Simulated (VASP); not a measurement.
Write the native input for VASP 6.6.1 that does the following.

```
Task                   : relaxation of cell and atoms
Functional             : LDA
Potentials or basis    : VASP PAW LDA potentials, release 64 (Li_sv, H)
Cutoff                 : 750 eV
k mesh                 : 8 × 8 × 8
Occupations            : gaussian, width 0.02 eV
Spin                   : no spin polarisation
Dipole correction      : no
Further INCAR settings : ALGO = Normal; EDIFF = 1e-07; IBRION = 2; EDIFFG = -0.002; NSW = 100; ISIF = 3
```

The structure of LiH (vib) lies in POSCAR:

```
LiH
1.0
    0.0000000000      2.0086193900      2.0086193900
    2.0086193900      0.0000000000      2.0086193900
    2.0086193900      2.0086193900      0.0000000000
Li H
1 1
Direct
    0.0000000000      0.0000000000      0.0000000000
    0.5000000000      0.5000000000      0.5000000000
```

These files were run (other wordings do the same):

INCAR

```
SYSTEM = LiH
  PREC = Accurate
  ENCUT = 750
  EDIFF = 1E-7
  ISMEAR = 0
  SIGMA = 0.02
  LREAL = .FALSE.
  LASPH = .TRUE.
  NELM = 120
  ALGO = Normal
  ISIF = 3
  LWAVE = .FALSE.
  LCHARG = .FALSE.
  GGA = CA
  IBRION = 2
  NSW = 100
  EDIFFG = -0.002
  GGA_COMPAT = .FALSE.
  NELMIN = 4
```

KPOINTS

```
regular mesh
0
G
  8 8 8
  0 0 0
```

Potentials or basis: VASP PAW LDA potentials, release 64 (Li_sv, H).

Command:

```console
$ cat potpaw_LDA.64/Li_sv/POTCAR potpaw_LDA.64/H/POTCAR > POTCAR
$ mpirun -np 1 vasp_std > vasp.out
```

It gave:

- Relaxed volume: 7.44 Å³/atom
- Relaxed cell: a = 2.761 Å, b = 2.761 Å, c = 2.761 Å, α = 60.00°, β = 60.00°, γ = 60.00°
- Space group after relaxing (to 0.05 Å): Fm-3m (No. 225)
- Energy gained by relaxing: 6.6 meV/atom
- Ionic steps: 4
- Pressure after relaxing: 0.0 GPa
- Band gap on the k mesh: 2.53 eV, direct

It took 5.9 s on 1 thread of Intel(R) Xeon(R) 6975P-C (Granite Rapids) (shared host), peak memory 0.13 GiB.
